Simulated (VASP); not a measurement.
# Al2Cu (Pmm2) in VASP: a series of runs

Runs on Al2Cu. Level: PBEsol. Tasks: single point.

All numbers are computed with VASP 6.6.1; they aren't measurements. Logs are shortened: lines on timing, memory, paths and dates and some standing lists are left out, and cuts for length are marked.

**1. The cell of the first run**

It takes space group Pmm2 (No. 25, orthorhombic). Conventional cell: a = 2.846 Å, b = 4.084 Å, c = 4.084 Å, α = 90.00°, β = 90.00°, γ = 90.00°. Al (site symmetry mm2) has 4 Cu at 2.49 Å and 6 Al at 2.74 to 3.04 Å within 3.3 Å. Al (site symmetry mm2) has 4 Cu at 2.30 to 2.68 Å and 6 Al at 2.74 to 3.04 Å within 3.1 Å. Cu (site symmetry mm2) has 8 Al at 2.30 to 2.68 Å and 2 Cu at 2.85 Å within 3.0 Å.

**2. Single point, PBEsol (atoms displaced along a vibrational mode)**

INCAR

```
  PREC = Accurate
  ENCUT = 520
  EDIFF = 1E-6
  ISMEAR = 0
  SIGMA = 0.15
  LREAL = F
  LASPH = T
  NELM = 80
  ALGO = Fast
  ISIF = 2
  LWAVE = F
  LCHARG = F
  GGA = PS
  NBANDS = 26
```

KPOINTS

```
Automatic mesh
0
Gamma
  12 10 10
```

POSCAR

```
Al2Cu
1.0
    4.0841721965      0.0000000000      0.0000000000
    0.0000000000      4.0841721965      2.8463947513
    0.0000000000     -4.0841721965      2.8463947513
Al Cu
4 2
Direct
    0.5000000000      0.7449327985      0.7550672015
    0.5000000000      0.2449327985      0.2550672015
    0.0000000000      0.5214241701     -0.0214241701
    0.0000000000      0.0214241701      0.4785758299
    0.0000000000     -0.0069451449      1.0069451449
    0.0000000000      0.4930548551      0.5069451449
```

Potentials or basis: VASP PAW PBE potentials, release 64 (Al, Cu).

Started as:

```sh
$ cat potpaw_PBE.64/Al/POTCAR potpaw_PBE.64/Cu/POTCAR > POTCAR
$ mpirun -np 1 vasp_std > vasp.out
```

OUTCAR:

```text
PREC = Accurate
   ENCUT = 520
   EDIFF = 1E-6
   ISMEAR = 0
   LREAL = F
   LASPH = T
   NELM = 80
   ISIF = 2
   GGA = PS

 ion  position               nearest neighbor table
   1  0.500  0.745  0.755-   5 2.49   6 2.49   5 2.49   6 2.49   3 2.74   3 2.74   2 2.85   2 2.85
                             4 3.04   4 3.04
   2  0.500  0.245  0.255-   5 2.49   6 2.49   5 2.49   6 2.49   4 2.74   4 2.74   1 2.85   1 2.85
                             3 3.04   3 3.04
   3  0.000  0.521  0.979-   5 2.30   6 2.30   6 2.68   5 2.68   1 2.74   1 2.74   4 2.85   4 2.85
                             2 3.04   2 3.04
   4  0.000  0.021  0.479-   5 2.30   6 2.30   5 2.68   6 2.68   2 2.74   2 2.74   3 2.85   3 2.85
                             1 3.04   1 3.04
   5  0.000  0.993  0.007-   3 2.30   4 2.30   1 2.49   2 2.49   1 2.49   2 2.49   3 2.68   4 2.68

   6  0.000  0.493  0.507-   3 2.30   4 2.30   1 2.49   2 2.49   1 2.49   2 2.49   4 2.68   3 2.68

  LATTYP: Found a base centered orthorhombic cell.
 ALAT       =     5.6927895026
 B/A-ratio  =     1.4348579706
 C/A-ratio  =     0.7174289853

  Lattice vectors:

 A1 = (   0.0000000000,   4.0841721965,   2.8463947513)
 A2 = (   0.0000000000,  -4.0841721965,   2.8463947513)
 A3 = (   4.0841721965,   0.0000000000,   0.0000000000)

Analysis of symmetry for initial positions (statically):
=====================================================================
 Subroutine PRICEL returns following result:

  LATTYP: Found a simple tetragonal cell.
 ALAT       =     4.0841721965
 C/A-ratio  =     0.6969330906

  Lattice vectors:

 A1 = (  -4.0841721965,   0.0000000000,   0.0000000000)
 A2 = (   0.0000000000,  -4.0841721965,   0.0000000000)
 A3 = (   0.0000000000,   0.0000000000,   2.8463947513)

   2 primitive cells build up your supercell.

 Routine SETGRP: Setting up the symmetry group for a
 base centered orthorhombic supercell.

 Subroutine GETGRP returns: Found  4 space group operations
 (whereof  4 operations were pure point group operations)
 out of a pool of  8 trial point group operations.

The static configuration has the point symmetry C_2v.

Analysis of symmetry for dynamics (positions and initial velocities):
=====================================================================
 Subroutine PRICEL returns following result:

  LATTYP: Found a simple tetragonal cell.
 ALAT       =     4.0841721965
[... 114 lines left out ...]
   LNONCOLLINEAR =      F non collinear calculations
   LSORBIT =      F    spin-orbit coupling
   LASPH  =      T    aspherical Exc in radial PAW
   ENCUT  =  520.0 eV  38.22 Ry    6.18 a.u.   7.59  9.26  9.26*2*pi/ulx,y,z
   NELM   =     80;   NELMIN=  2; NELMDL= -5     # of ELM steps
   EDIFF  = 0.1E-05   stopping-criterion for ELM
   LREAL  =      F    real-space projection
   EDIFFG = 0.1E-04   stopping-criterion for IOM
   NSW    =      0    number of steps for IOM
   IBRION =     -1    ionic relax: 0-MD 1-quasi-New 2-CG
   NFREE  =      0    steps in history (QN), initial steepest desc. (CG)
   ISIF   =      2    stress and relaxation
   ISYM   =      2    0-nonsym 1-usesym 2-fastsym
   POTIM  = 0.5000    time-step for ionic-motion
   TEBEG  =    0.0;   TEEND  =   0.0 temperature during run
   PSTRESS=    0.0 pullay stress
   NELECT =      34.0000    total number of electrons
   NUPDOWN=      -1.0000    fix difference up-down
   EMIN   =  10.00;   EMAX   =-10.00  energy-range for DOS
   EFERMI =   0.00;   METHOD = LEGACY
   ISMEAR =     0;   SIGMA  =   0.15  broadening in eV -4-tet -1-fermi 0-gaus
   EFERMI_NEDOS =   21; number of points for ismear=-14 and -15
   IALGO  =     68    algorithm
   IMIX   =      4    mixing-type and parameters
     AMIX     =   0.40;   BMIX     =  1.00
     AMIX_MAG =   1.60;   BMIX_MAG =  1.00
  volume/ion in A,a.u.               =      15.83       106.80
  Fermi-wavevector in a.u.,A,eV,Ry     =   1.162492  2.196792 18.386753  1.351388
  Thomas-Fermi vector in A             =   2.299053
   LORBIT       =      0    0 simple, 1 ext, 2 COOP (PROOUT), +10 PAW based schemes
   GGA     = PS    functional components
   LHFCALC =     F    Hartree Fock is set to
   AEXX    =    0.0000 exact exchange contribution
   IVDW    =     0    specifies the selected vdW correction
   LEPSILON=     F    determine dielectric tensor
   LRPA    =     F    only Hartree local field effects (RPA)
 non-spin polarized calculation
 RMM-DIIS sequential band-by-band and
 Gauss-broadening in eV      SIGMA  =   0.15
  energy-cutoff  :      520.00
  volume of cell :       94.96
 maximum number of plane-waves:      2577
   NGX = 15   NGY = 19   NGZ = 19

 number of electron      33.9999961 magnetization

 Free energy of the ion-electron system (eV)
  ---------------------------------------------------
  ext. energy  EPLUGINS =         0.00000000
  ---------------------------------------------------
  free energy    TOTEN  =       -24.62903540 eV

  energy without entropy =      -24.60909014  energy(sigma->0) =      -24.61906277

 E-fermi :   7.3213     XC(G=0): -10.5781

 val. band max:        7.3198889233   @ k =   0.1667   0.3000   0.1000
 cond. band min:       7.3216357449   @ k =   0.0000   0.1000   0.1000
 fundamental gap:      0.0017468216
 Fermi energy:         7.3212715604

 k-point     1 :       0.0000    0.0000    0.0000
  band No.  band energies     occupation
      1      -3.4238      2.00000
      2       1.1420      2.00000
      3       1.7279      2.00000
      4       2.0081      2.00000
      5       2.1283      2.00000
      6       2.1501      2.00000
[... 685 lines left out ...]
     25      12.5084      0.00000
     26      14.3494      0.00000

 [... further k-points ...]
[... 5 lines left out ...]
  --------------------------------------------------------------------------------------
  -------------------------------------------------------------------------------------
  Total        1.1663678      2.4341338      1.8605506      0.0000000      0.0000000      0.0000000
  in kB       19.6794461     41.0697269     31.3919897      0.0000000      0.0000000      0.0000000
  external PRESSURE =      30.7137209 kB  Pullay stress =       0.0000000 kB

 VOLUME and BASIS-vectors are now :
 -----------------------------------------------------------------------------
  energy-cutoff  :      520.00
  volume of cell :       94.96
      direct lattice vectors                 reciprocal lattice vectors
     4.084172196  0.000000000  0.000000000     0.244847659  0.000000000  0.000000000
     0.000000000  4.084172196  2.846394751     0.000000000  0.122423829  0.175660807
     0.000000000 -4.084172196  2.846394751     0.000000000 -0.122423829  0.175660807

 POSITION                                       TOTAL-FORCE (eV/Angst)
 -----------------------------------------------------------------------------------
      2.04209     -0.04139      4.26959         0.000000      0.528041      0.000000
      2.04209     -0.04139      1.42320         0.000000      0.528041      0.000000
      0.00000     -1.86709      4.26959        -0.000000     -2.313654      0.000000
      0.00000     -1.86709      1.42320        -0.000000     -2.313654      0.000000
      0.00000      4.02744      2.84639        -0.000000      1.785613      0.000000
      0.00000     -0.05673      2.84639        -0.000000      1.785613      0.000000
 -----------------------------------------------------------------------------------
    total drift:                               -0.000000     -0.001356     -0.000002

  FREE ENERGIE OF THE ION-ELECTRON SYSTEM (eV)
  ---------------------------------------------------
  free  energy   TOTEN  =       -24.6290354030 eV

  energy  without entropy=      -24.6090901410  energy(sigma->0) =      -24.61906277
```

Run time: 33 min. Hardware: 1 thread of Intel Xeon 8259CL, shared host; peak memory 0.51 GiB.

What came out:

| Item | Value |
| --- | --- |
| Free energy | -24.6290 eV |
| Pressure | 3.1 GPa |
| Largest force | 2.314 eV/Å |
| Band gap on the k mesh | zero (bands 17 and 18 overlap by 3.36 eV) |

Forces on the atoms (eV/Å):
```
Al   0.000  0.528  0.000
Al   0.000  0.528  0.000
Al   0.000 -2.314  0.000
Al   0.000 -2.314  0.000
Cu   0.000  1.786  0.000
Cu   0.000  1.786  0.000
```

Caveat: the cell differs from its parent crystal (atoms displaced along a vibrational mode); the cell stands under pressure; the PAW data sets were made with another functional, which shifts forces and pressure a little.

**3. Single point, PBEsol (atoms displaced along a vibrational mode)**

INCAR

```
SYSTEM = Al2Cu
PREC = Accurate ; ENCUT = 520
EDIFF = 1E-6 ; ISMEAR = 0
SIGMA = 0.15 ; LREAL = .False.
LASPH = .True. ; NELM = 100
ALGO = Fast ; ISIF = 2
LWAVE = .False. ; LCHARG = .False.
GGA = PS ; NBANDS = 26
```

KPOINTS

```
regular mesh
0
Gamma
  12 10 10
  0 0 0
```

POSCAR

```
Al2Cu
1.0
    4.0841721965      0.0000000000      0.0000000000
    0.0000000000      4.0841721965      2.8463947513
    0.0000000000     -4.0841721965      2.8463947513
Al Cu
4 2
Direct
    0.5000000000      0.7463805703      0.7536194297
    0.5000000000      0.2463805703      0.2536194297
    0.0000000000      0.5153029787     -0.0153029787
    0.0000000000      0.0153029787      0.4846970213
    0.0000000000     -0.0049608178      1.0049608178
    0.0000000000      0.4950391822      0.5049608178
```

Potentials or basis: VASP PAW PBE potentials, release 64 (Al, Cu).

Started as:

```sh
$ cat potpaw_PBE.64/Al/POTCAR potpaw_PBE.64/Cu/POTCAR > POTCAR
$ mpirun -np 1 vasp_std > vasp.out
```

OUTCAR:

```text
SYSTEM = Al2Cu
   PREC = Accurate
   ENCUT = 520
   EDIFF = 1E-6
   ISMEAR = 0
   LREAL = .False.
   LASPH = .True.
   NELM = 100
   ISIF = 2
   GGA = PS

 ion  position               nearest neighbor table
   1  0.500  0.746  0.754-   5 2.49   6 2.49   5 2.49   6 2.49   3 2.78   3 2.78   2 2.85   2 2.85
                             4 3.00   4 3.00
   2  0.500  0.246  0.254-   5 2.49   6 2.49   5 2.49   6 2.49   4 2.78   4 2.78   1 2.85   1 2.85
                             3 3.00   3 3.00
   3  0.000  0.515  0.985-   5 2.36   6 2.36   6 2.63   5 2.63   1 2.78   1 2.78   4 2.85   4 2.85
                             2 3.00   2 3.00
   4  0.000  0.015  0.485-   5 2.36   6 2.36   5 2.63   6 2.63   2 2.78   2 2.78   3 2.85   3 2.85
                             1 3.00   1 3.00
   5  0.000  0.995  0.005-   3 2.36   4 2.36   1 2.49   2 2.49   1 2.49   2 2.49   3 2.63   4 2.63

   6  0.000  0.495  0.505-   3 2.36   4 2.36   1 2.49   2 2.49   1 2.49   2 2.49   4 2.63   3 2.63

  LATTYP: Found a base centered orthorhombic cell.
 ALAT       =     5.6927895026
 B/A-ratio  =     1.4348579706
 C/A-ratio  =     0.7174289853

[... 201 lines left out ...]
  free energy    TOTEN  =       -24.88425735 eV

  energy without entropy =      -24.86475991  energy(sigma->0) =      -24.87450863

 E-fermi :   7.3220     XC(G=0): -10.5854

 val. band max:        7.3217941722   @ k =   0.0000   0.5000   0.1000
 cond. band min:       7.3224212909   @ k =   0.5000   0.2000   0.2000
 fundamental gap:      0.0006271186
 Fermi energy:         7.3220465374

 k-point     1 :       0.0000    0.0000    0.0000
  band No.  band energies     occupation
      1      -3.4000      2.00000
      2       1.2401      2.00000
      3       1.7543      2.00000
      4       2.0403      2.00000
      5       2.1801      2.00000
      6       2.2168      2.00000
[... 685 lines left out ...]
     25      12.5175      0.00000
     26      14.3400      0.00000

 [... further k-points ...]
[... 5 lines left out ...]
  --------------------------------------------------------------------------------------
  -------------------------------------------------------------------------------------
  Total        0.9248928      1.4276708      1.0026558      0.0000000      0.0000000      0.0000000
  in kB       15.6051801     24.0882604     16.9172301      0.0000000      0.0000000      0.0000000
  external PRESSURE =      18.8702236 kB  Pullay stress =       0.0000000 kB

 VOLUME and BASIS-vectors are now :
 -----------------------------------------------------------------------------
  energy-cutoff  :      520.00
  volume of cell :       94.96
      direct lattice vectors                 reciprocal lattice vectors
     4.084172196  0.000000000  0.000000000     0.244847659  0.000000000  0.000000000
     0.000000000  4.084172196  2.846394751     0.000000000  0.122423829  0.175660807
     0.000000000 -4.084172196  2.846394751     0.000000000 -0.122423829  0.175660807

 POSITION                                       TOTAL-FORCE (eV/Angst)
 -----------------------------------------------------------------------------------
      2.04209     -0.02956      4.26959        -0.000000      0.374109      0.000000
      2.04209     -0.02956      1.42320        -0.000000      0.374109      0.000000
      0.00000     -1.91709      4.26959         0.000000     -1.609212      0.000000
      0.00000     -1.91709      1.42320        -0.000000     -1.609212      0.000000
      0.00000      4.04365      2.84639        -0.000000      1.235103      0.000000
      0.00000     -0.04052      2.84639        -0.000000      1.235103      0.000000
 -----------------------------------------------------------------------------------
    total drift:                               -0.000000     -0.002115      0.000006

  FREE ENERGIE OF THE ION-ELECTRON SYSTEM (eV)
  ---------------------------------------------------
  free  energy   TOTEN  =       -24.8842573480 eV

  energy  without entropy=      -24.8647599086  energy(sigma->0) =      -24.87450863
```

Wall time 26 min (1 thread of Intel Xeon 8259CL, shared host); peak memory 0.51 GiB.

What came out:

* Free energy: -24.8843 eV
* Pressure: 1.9 GPa
* Largest force: 1.609 eV/Å
* Band gap on the k mesh: zero (bands 17 and 18 overlap by 3.31 eV)

Forces in eV/Å, atoms in the order of the input:
```
Al   0.000  0.374  0.000
Al   0.000  0.374  0.000
Al   0.000 -1.609  0.000
Al   0.000 -1.609  0.000
Cu   0.000  1.235  0.000
Cu   0.000  1.235  0.000
```

Caveat: the cell differs from its parent crystal (atoms displaced along a vibrational mode); the PAW data sets were made with another functional, which shifts forces and pressure a little.
